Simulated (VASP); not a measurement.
Set up this calculation in VASP 6.6.1, as the native input.

```
Task                   : single point
Functional             : LDA
Potentials or basis    : VASP PAW LDA potentials, release 64 (Li_sv, F)
Cutoff                 : 750 eV
k mesh                 : 8 × 8 × 8
Occupations            : gaussian, width 0.02 eV
Spin                   : no spin polarisation
Dipole correction      : no
Further INCAR settings : ALGO = Normal; EDIFF = 1e-06; NBANDS = 12
```

The structure of LiF lies in POSCAR:

```
LiF
1.0
    0.0000000000      1.9537514360      1.9537514360
    1.9537514360      0.0000000000      1.9537514360
    1.9537514360      1.9537514360      0.0000000000
Li F
1 1
Direct
    0.0000000000      0.0000000000      0.0000000000
    0.5000000000      0.5000000000      0.5000000000
```

One way to write it, as run:

INCAR

```
SYSTEM = LiF
ALGO     = Normal         ! electronic algorithm
EDIFF    = 1E-6           ! SCF threshold, eV
ENCUT    = 750            ! plane-wave cutoff, eV
GGA      = CA             ! functional
GGA_COMPAT= .False.      
ISIF     = 2              ! what is computed and relaxed
ISMEAR   = 0              ! smearing method
LASPH    = .True.         ! aspherical terms in the spheres
LCHARG   = .False.        ! write CHGCAR
LREAL    = .False.        ! projectors in reciprocal space
LWAVE    = .False.        ! write WAVECAR
NBANDS   = 12             ! bands
NELM     = 120            ! most SCF steps
PREC     = Accurate       ! precision mode
SIGMA    = 0.02           ! smearing width, eV
```

KPOINTS

```
k-points
0
Gamma
  8 8 8
  0 0 0
```

Potentials or basis: VASP PAW LDA potentials, release 64 (Li_sv, F).

Command:

```bash
$ cat potpaw_LDA.64/Li_sv/POTCAR potpaw_LDA.64/F/POTCAR > POTCAR
$ mpirun -np 1 vasp_std > vasp.out
```

Results of the run:

```yaml
Pressure: -0.4 GPa
Band_gap_on_the_k_mesh: 9.69 eV
```

It took 5.3 s on 1 thread of Intel(R) Xeon(R) 6975P-C (Granite Rapids) (shared host), peak memory 0.13 GiB.
